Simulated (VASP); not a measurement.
A run of VASP 6.6.1 is set up as follows.

Contents of INCAR:

```
ALGO = Normal
EDIFF = 1E-6
ENCUT = 520
GGA = PS
ISIF = 2
ISMEAR = 1
LASPH = True
LCHARG = False
LREAL = False
LWAVE = False
NBANDS = 18
NELM = 80
PREC = Accurate
SIGMA = 0.15
```

File KPOINTS:

```
k-points
0
Gamma
  10 10 10
```

Contents of POSCAR:

```
ScZn
1.0
    3.3500000000      0.0000000000      0.0000000000
    0.0000000000      3.3500000000      0.0000000000
    0.0000000000      0.0000000000      3.3500000000
Sc Zn
1 1
Direct
   -0.0029850746      0.0000000000      0.0000000000
    0.5000000000      0.5000000000      0.5000000000
```

Potentials or basis: VASP PAW PBE potentials, release 64 (Sc_sv, Zn).

Run with:

```sh
$ cat potpaw_PBE.64/Sc_sv/POTCAR potpaw_PBE.64/Zn/POTCAR > POTCAR
$ mpirun -np 1 vasp_std > vasp.out
```

Question: What does it give for the pressure?

Answer: -3.1 GPa.

Question: Estimate the largest force.

Answer: 0.034 eV/Å.

Forces in eV/Å, atoms in the order of the input:
```
Sc   0.034  0.000  0.000
Zn  -0.034  0.000  0.000
```

Caveat: the PAW data sets were made with another functional, which shifts forces and pressure a little.
